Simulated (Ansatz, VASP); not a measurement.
## Cu: VASP beside Ansatz

The input POSCAR:

```
Cu
1.0
    2.5305027240      0.0000000000      0.0000000000
   -1.2652513620      2.1914796434      0.0000000000
    0.0000000000      0.0000000000      4.0472584477
Cu
2
Direct
    0.3333333333      0.6666666667      0.2500000000
    0.6666666667      0.3333333333      0.7500000000
```

File INCAR.step1:

```
  ALGO = Normal
  EDIFF = 1E-4
  ENCUT = 520
  GGA = PE
  ISMEAR = 0
  LASPH = True
  LCHARG = False
  LREAL = False
  LWAVE = True
  NBANDS = 18
  NELM = 80
  PREC = Accurate
  SIGMA = 0.1
```

INCAR.step2

```
  ALGO = Normal
  EDIFF = 1E-6
  ENCUT = 520
  ISIF = 2
  ISMEAR = 0
  ISTART = 1
  LASPH = True
  LCHARG = False
  LMIXTAU = True
  LREAL = False
  LWAVE = False
  METAGGA = R2SCAN
  NBANDS = 18
  NELM = 80
  PREC = Accurate
  SIGMA = 0.1
```

Contents of KPOINTS:

```
k-points
0
Gamma
  24 24 12
```

Input for Ansatz:

```yaml
crystal:
  lattice:
    - [2.530502724, 0.0, 0.0]
    - [-1.265251362, 2.1914796434, 0.0]
    - [0.0, 0.0, 4.0472584477]
  atoms:
    - { symbol: Cu, position: [0.3333333333, 0.6666666667, 0.25] }
    - { symbol: Cu, position: [0.6666666667, 0.3333333333, 0.75] }
basis:
  ecutwfc: 500
kpoints:
  mp_grid: { grid: [24, 24, 12] }
hamiltonian:
  xc: r2scan
scf:
  occupations: { method: gaussian, width: 0.1 }
output:
  forces: true
  stress: true
  eigenvalues: true
```

Change from the starting cell: strain along c alone, the other axes held, atoms relaxed: -2.0 %.

Alike in both runs: task single point; functional r2SCAN; k mesh 24 × 24 × 12; occupations gaussian, width 0.1 eV; no spin polarisation.

|  | VASP | Ansatz |
| --- | --- | --- |
| version | VASP 6.6.1 | Ansatz 0.2.0 |
| potentials or method | VASP PAW PBE potentials, release 64 (Cu), cutoff 520 eV | scalar-relativistic, plane waves, PAW |
| valence electrons in the cell | 22 | 38 |

```tsv
	VASP	Ansatz	Ansatz less VASP
gap on the k mesh at the Fermi level (eV)	none	none	-
pressure (GPa)	4.3	3.5	-0.74
traceless stress, the component that is largest in VASP (GPa)	3.25	3.38	+0.135
```

VASP's potentials were made for PBE, not for r2SCAN. A gap of «none» marks a metal or a gap that the smearing closes. VASP's potentials hold 22 valence electrons a cell and Ansatz's 38, so a difference there can come from the potentials and not from the codes.
